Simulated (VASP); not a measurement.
NiO:

```
Ni O
1.0
     0.00000    2.24095    2.24095
     2.24095    0.00000    2.24095
     2.24095    2.24095    0.00000
Ni O
1 1
Direct
  0.00000 0.00000 0.00000
  0.25000 0.25000 0.25000
```

Base run:

```yaml
Program: VASP 6.6.1
Functional: PBEsol
Potentials_or_basis: VASP PAW PBE potentials, release 64 (Ni, O)
Cutoff: 520 eV
k_mesh: 12 × 12 × 12
Occupations: gaussian, width 0.05 eV
Spin: collinear spin, ferromagnetic start
Starting_moments: "[1.62, 0.0] μB"
```

Its results: pressure -8.1 GPa; net moment 1.82 μB per cell; site moments Ni +1.43; O +0.34 μB.

**Question.** The run is repeated on the same cell with these changes: functional from PBEsol to LDA; potentials or basis from VASP PAW PBE potentials, release 64 (Ni, O) to VASP PAW LDA potentials, release 64 (Ni, O). What comes out?

**Answer.** Pressure -15.5 GPa; net moment 1.60 μB per cell; site moments Ni +1.25; O +0.30 μB.

Caveats: a cell with one magnetic atom can't hold antiferromagnetic order, which such compounds often take; the PAW data sets were made with another functional, which shifts forces and pressure a little (some runs).
